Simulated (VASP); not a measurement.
# BP (F-43m) in VASP: further runs, part 3 of 3

VASP 6.6.1.

## (6) Electric field gradients, LDA (volume scaled by 0.99)

The input, INCAR:

```
SYSTEM = BP
ALGO = Normal ; EDIFF = 1E-8
ENCUT = 520 ; GGA = CA
ISIF = 2 ; ISMEAR = -1
LASPH = .True. ; LCHARG = .False.
LEFG = .True. ; LREAL = .False.
LWAVE = .False. ; NBANDS = 11
NELM = 100 ; PREC = Accurate
SIGMA = 0.08
```

The input, KPOINTS:

```
k-points
0
Gamma
  12 12 12
  0 0 0
```

The input, POSCAR:

```
BP
1.0
    0.0000000000      2.2614113146      2.2614113146
    2.2614113146      0.0000000000      2.2614113146
    2.2614113146      2.2614113146      0.0000000000
B P
1 1
Direct
    0.0000000000      0.0000000000      0.0000000000
    0.7500000000      0.7500000000      0.7500000000
```

Potentials or basis: VASP PAW LDA potentials, release 64 (B, P).

Command:

```
cat potpaw_LDA.64/B/POTCAR potpaw_LDA.64/P/POTCAR > POTCAR
mpirun -np 1 vasp_std > vasp.out
```

OUTCAR:

```text
SYSTEM = BP
   EDIFF = 1E-8
   ENCUT = 520
   GGA = CA
   ISIF = 2
   ISMEAR = -1
   LASPH = .True.
   LREAL = .False.
   NELM = 100
   PREC = Accurate

 ion  position               nearest neighbor table
   1  0.000  0.000  0.000-   2 1.96   2 1.96   2 1.96   2 1.96
   2  0.750  0.750  0.750-   1 1.96   1 1.96   1 1.96   1 1.96

  LATTYP: Found a face centered cubic cell.
 ALAT       =     4.5228226292

  Lattice vectors:

 A1 = (   0.0000000000,   2.2614113146,   2.2614113146)
 A2 = (   2.2614113146,   0.0000000000,   2.2614113146)
 A3 = (   2.2614113146,   2.2614113146,   0.0000000000)

Analysis of symmetry for initial positions (statically):
=====================================================================
 Subroutine PRICEL returns:
 Original cell was already a primitive cell.

 Routine SETGRP: Setting up the symmetry group for a
 face centered cubic supercell.

 Subroutine GETGRP returns: Found 24 space group operations
 (whereof 24 operations were pure point group operations)
 out of a pool of 48 trial point group operations.

The static configuration has the point symmetry T_d .

Analysis of symmetry for dynamics (positions and initial velocities):
=====================================================================
 Subroutine PRICEL returns:
 Original cell was already a primitive cell.

 Routine SETGRP: Setting up the symmetry group for a
 face centered cubic supercell.

 Subroutine GETGRP returns: Found 24 space group operations
 (whereof 24 operations were pure point group operations)
 out of a pool of 48 trial point group operations.

The dynamic configuration has the point symmetry T_d .

 Subroutine INISYM returns: Found 24 space group operations
 (whereof 24 operations are pure point group operations),
 and found     1 'primitive' translations

----------------------------------------------------------------------------------------

                                     Primitive cell

  volume of cell :      23.1296

  direct lattice vectors                    reciprocal lattice vectors
     0.000000000  2.261411315  2.261411315    -0.221100866  0.221100866  0.221100866
     2.261411315  0.000000000  2.261411315     0.221100866 -0.221100866  0.221100866
     2.261411315  2.261411315  0.000000000     0.221100866  0.221100866 -0.221100866

  length of vectors
     3.198118551  3.198118551  3.198118551     0.382957933  0.382957933  0.382957933

  position of ions in fractional coordinates (direct lattice)
     0.000000000  0.000000000  0.000000000
     0.750000000  0.750000000  0.750000000

  ion indices of the primitive-cell ions
   primitive index   ion index
                 1           1
                 2           2

----------------------------------------------------------------------------------------

 KPOINTS: k-points

Automatic generation of k-mesh.
 Grid dimensions read from file:
[... 73 lines left out ...]
   POTIM  = 0.5000    time-step for ionic-motion
   TEBEG  =    0.0;   TEEND  =   0.0 temperature during run
   PSTRESS=    0.0 pullay stress
   NELECT =       8.0000    total number of electrons
   NUPDOWN=      -1.0000    fix difference up-down
   EMIN   =  10.00;   EMAX   =-10.00  energy-range for DOS
   EFERMI =   0.00;   METHOD = LEGACY
   ISMEAR =    -1;   SIGMA  =   0.08  broadening in eV -4-tet -1-fermi 0-gaus
   EFERMI_NEDOS =   21; number of points for ismear=-14 and -15
   IALGO  =     38    algorithm
   IMIX   =      4    mixing-type and parameters
     AMIX     =   0.40;   BMIX     =  1.00
     AMIX_MAG =   1.60;   BMIX_MAG =  1.00
  volume/ion in A,a.u.               =      11.56        78.04
  Fermi-wavevector in a.u.,A,eV,Ry     =   1.149164  2.171605 17.967547  1.320577
  Thomas-Fermi vector in A             =   2.285835
   LORBIT       =      0    0 simple, 1 ext, 2 COOP (PROOUT), +10 PAW based schemes
   GGA     = CA    functional components
   LHFCALC =     F    Hartree Fock is set to
   AEXX    =    0.0000 exact exchange contribution
   IVDW    =     0    specifies the selected vdW correction
   LEPSILON=     F    determine dielectric tensor
   LRPA    =     F    only Hartree local field effects (RPA)
 non-spin polarized calculation
  energy-cutoff  :      520.00
  volume of cell :       23.13
 maximum number of plane-waves:       636
   NGX = 11   NGY = 11   NGZ = 11

 number of electron       8.0000001 magnetization

 Free energy of the ion-electron system (eV)
  ---------------------------------------------------
  ext. energy  EPLUGINS =         0.00000000
  ---------------------------------------------------
  free energy    TOTEN  =       -14.39390759 eV

  energy without entropy =      -14.39389986  energy(sigma->0) =      -14.39390372

 E-fermi :   8.0938     XC(G=0): -11.1295

 val. band max:        7.5261306298   @ k =   0.0000   0.0000   0.0000
 cond. band min:       8.6978984681   @ k =   0.4167   0.4167   0.0000
 fundamental gap:      1.1717678383
 Fermi energy:         8.0938437719

 k-point     1 :       0.0000    0.0000    0.0000
  band No.  band energies     occupation
      1      -7.9528      2.00000
      2       7.5261      1.99835
      3       7.5261      1.99835
      4       7.5261      1.99835
      5      10.9204      0.00000
      6      10.9204      0.00000
      7      10.9204      0.00000
      8      15.0486      0.00000
      9      18.8536      0.00000
     10      19.7372      0.00000
     11      19.7372      0.00000
[... 309 lines left out ...]
 k-point    24 :      -0.4167    0.1667    0.0000
  band No.  band energies     occupation
      1      -4.2568      2.00000
      2      -1.0832      2.00000
      3       3.6135      2.00000
      4       5.2008      2.00000
      5      11.0332      0.00000
      6      13.6315      0.00000
      7      13.8458      0.00000
      8      17.8554      0.00000
      9      19.4177      0.00000
     10      20.3452      0.00000
     11      23.5593      0.00000

 [... further k-points ...]
[... 5 lines left out ...]
  --------------------------------------------------------------------------------------
  -------------------------------------------------------------------------------------
  Total       -0.5390557     -0.5390557     -0.5390557      0.0000000      0.0000000      0.0000000
  in kB      -37.3401064    -37.3401064    -37.3401064      0.0000000      0.0000000      0.0000000
  external PRESSURE =     -37.3401064 kB  Pullay stress =       0.0000000 kB

 VOLUME and BASIS-vectors are now :
 -----------------------------------------------------------------------------
  energy-cutoff  :      520.00
  volume of cell :       23.13
      direct lattice vectors                 reciprocal lattice vectors
     0.000000000  2.261411315  2.261411315    -0.221100866  0.221100866  0.221100866
     2.261411315  0.000000000  2.261411315     0.221100866 -0.221100866  0.221100866
     2.261411315  2.261411315  0.000000000     0.221100866  0.221100866 -0.221100866

 POSITION                                       TOTAL-FORCE (eV/Angst)
 -----------------------------------------------------------------------------------
      0.00000      0.00000      0.00000         0.000000      0.000000      0.000000
      3.39212      3.39212      3.39212        -0.000000     -0.000000     -0.000000
 -----------------------------------------------------------------------------------
    total drift:                               -0.000000     -0.000000     -0.000000

  FREE ENERGIE OF THE ION-ELECTRON SYSTEM (eV)
  ---------------------------------------------------
  free  energy   TOTEN  =       -14.3939075906 eV

  energy  without entropy=      -14.3938998571  energy(sigma->0) =      -14.39390372

 Electric field gradients (V/A^2)
---------------------------------------------------------------------
 ion       V_xx      V_yy      V_zz      V_xy      V_xz      V_yz
---------------------------------------------------------------------
   1       0.000    -0.000    -0.000     0.000     0.000     0.000
   2       0.000     0.000    -0.000    -0.000    -0.000    -0.000
---------------------------------------------------------------------

 Electric field gradients after diagonalization (V/A^2)
 (convention: |V_zz| > |V_xx| > |V_yy|)
----------------------------------------------------------------------
 ion       V_xx      V_yy      V_zz     asymmetry (V_yy - V_xx)/ V_zz
----------------------------------------------------------------------
   1      -0.000    -0.000     0.000       0.000
   2       0.000     0.000    -0.000       0.000
----------------------------------------------------------------------

           NMR quadrupolar parameters

 Cq : quadrupolar parameter    Cq=e*Q*V_zz/h
 eta: asymmetry parameters     (V_yy - V_xx)/ V_zz
 Q  : nuclear electric quadrupole moment in mb (millibarn)
----------------------------------------------------------------------
 ion       Cq(MHz)       eta       Q (mb)
----------------------------------------------------------------------
   1       0.000       0.000       1.000
   2      -0.000       0.000       1.000
----------------------------------------------------------------------
```

It took 12 s on 1 thread of Intel Xeon 6975P-C, shared host; peak memory 0.13 GiB.

What came out:

| Property | Result |
| --- | --- |
| Free energy | -14.3939 eV |
| Pressure | -3.7 GPa |
| Band gap on the k mesh | 1.17 eV, indirect (least direct gap 3.39 eV) |

Levels at points of the mesh, in eV from the valence-band top:
| k point | band 1 | band 2 | band 3 | band 4 | band 5 | band 6 | band 7 | band 8 | band 9 |
| --- | --- | --- | --- | --- | --- | --- | --- | --- | --- |
| (0.00, 0.00, 0.00) | -15.48 | 0.00 | 0.00 | 0.00 | 3.39 | 3.39 | 3.39 | 7.52 | 11.33 |
| (0.50, 0.00, 0.00) | -12.11 | -9.08 | -1.76 | -1.76 | 3.84 | 4.69 | 4.69 | 9.96 | 14.64 |
| (0.50, 0.50, 0.00) | -10.60 | -8.54 | -4.14 | -4.14 | 1.28 | 1.54 | 12.09 | 12.09 | 15.10 |

Caveat: without QUAD_EFG the Cq values of the log hold for a quadrupole moment of 1 mb, not for the nuclei.

## (7) Overview

| cell | gap on the mesh (eV) | pressure (GPa) |
| --- | --- | --- |
| a = 3.220 Å, angles 60.0°, 2 atoms | 1.20 | -6.8 |
| a = 3.251 Å, angles 60.0°, 2 atoms | 1.23 | -11.0 |
| a = 3.165 Å, angles 60.0°, 2 atoms | 1.13 | 1.5 |
| a = 3.198 Å, angles 60.0°, 2 atoms | 1.17 | -3.7 |

Alike in all rows: task electric field gradients; level LDA; potentials or basis VASP PAW LDA potentials, release 64 (B, P); no spin polarisation; k mesh 12 × 12 × 12; cutoff (eV) 520; smearing fermi-dirac 0.08 eV.

Absolute energies hang on the potentials; compare differences alone.
